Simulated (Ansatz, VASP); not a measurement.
Ga: VASP beside Ansatz

```
CELL_PARAMETERS angstrom
-1.40400 1.40400 2.22900
1.40400 -1.40400 2.22900
1.40400 1.40400 -2.22900
ATOMIC_POSITIONS crystal
Ga 0.00000 0.00000 0.00000
```

Alike in both runs: task single point; functional PBEsol; k mesh 26 × 26 × 26; occupations gaussian, width 0.15 eV; no spin polarisation.

|  | VASP | Ansatz |
| --- | --- | --- |
| version | VASP 6.6.1 | Ansatz 0.2.0 |
| potentials or method | VASP PAW PBE potentials, release 64 (Ga_d), cutoff 520 eV | scalar-relativistic, plane waves, PAW |
| valence electrons in the cell | 13 | 13 |

Ansatz gave:

| Property | Result |
| --- | --- |
| gap on the k mesh at the Fermi level (eV) | none |
| pressure (GPa) | 0.5 |
| traceless stress, the component that is largest in VASP (GPa) | -0.18 |

Question: What did VASP give for the same quantities?

Answer: gap on the k mesh at the Fermi level (eV): none; pressure (GPa): 0.5; traceless stress, the component that is largest in VASP (GPa): -0.19.

VASP's potentials were made for PBE, not for PBEsol. A gap of «none» marks a metal or a gap that the smearing closes. With one functional, cell and mesh, what is left measures potentials, basis and numerics.
